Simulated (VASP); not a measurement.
Write the native input for VASP 6.6.1 that does the following.

| Property | Result |
| --- | --- |
| Task | relaxation of cell and atoms |
| Functional | PBEsol |
| Potentials or basis | VASP PAW PBE potentials, release 64 (In_d, Ga_d, N) |
| Cutoff | 600 eV |
| k mesh | 6 × 6 × 2 |
| Occupations | fermi-dirac, width 0.05 eV |
| Spin | no spin polarisation |
| Dipole correction | no |
| Further INCAR settings | ALGO = Normal; EDIFF = 1e-07; IBRION = 2; EDIFFG = -0.01; NSW = 100; ISIF = 3 |

The structure of InGa2N3 lies in POSCAR:

```
InGa2N3
1.0
    3.2750206515      0.0179474303     -0.0192436668
   -1.6219674001      2.8141029634      0.0360037252
   -0.0475540119      0.0752791378      8.0769798032
In Ga N
1 2 3
Direct
    0.3546229356      0.6715333558      0.6532573217
   -0.0138341242     -0.0175747729      1.0143283848
    0.6850964185      0.3612328230      0.3290951343
   -0.0059768998      0.0146252582      0.2408829123
    0.6449687357      0.2923481501      0.5565974367
    0.3495153214      0.6717379325      0.9150037575
```

These files were run (other wordings do the same):

INCAR

```
SYSTEM = InGa2N3
  PREC = Accurate
  ENCUT = 600
  EDIFF = 1E-7
  ISMEAR = -1
  SIGMA = 0.05
  LREAL = .FALSE.
  LASPH = .TRUE.
  NELM = 60
  ALGO = Normal
  ISIF = 3
  LWAVE = .FALSE.
  LCHARG = .FALSE.
  GGA = PS
  IBRION = 2
  NSW = 100
  EDIFFG = -0.01
```

KPOINTS

```
Automatic mesh
0
G
  6 6 2
  0 0 0
```

Potentials or basis: VASP PAW PBE potentials, release 64 (In_d, Ga_d, N).

Launch:

```console
$ cat potpaw_PBE.64/In_d/POTCAR potpaw_PBE.64/Ga_d/POTCAR potpaw_PBE.64/N/POTCAR > POTCAR
$ mpirun -np 1 vasp_std > vasp.out
```

Results of the run:

The relaxed volume is 12.69 Å³/atom. The relaxed cell is a = 3.289 Å, b = 3.289 Å, c = 8.126 Å, α = 89.94°, β = 90.03°, γ = 119.99° and the space group after relaxing (to 0.05 Å) is P3m1 (No. 156). The energy gained by relaxing is 112.2 meV/atom. The ionic steps are 23, the pressure after relaxing is 0.0 GPa and the largest force after relaxing is 0.008 eV/Å. The band gap on the k mesh is 0.43 eV, direct.

Caveat: the PAW data sets were made with another functional, which shifts forces and pressure a little; spin-orbit coupling is left out, which moves the levels of the heavy elements.

It took 28 min on 1 thread of Intel(R) Xeon(R) Platinum 8488C (Sapphire Rapids), with other jobs on the host, peak memory 0.3 GiB.
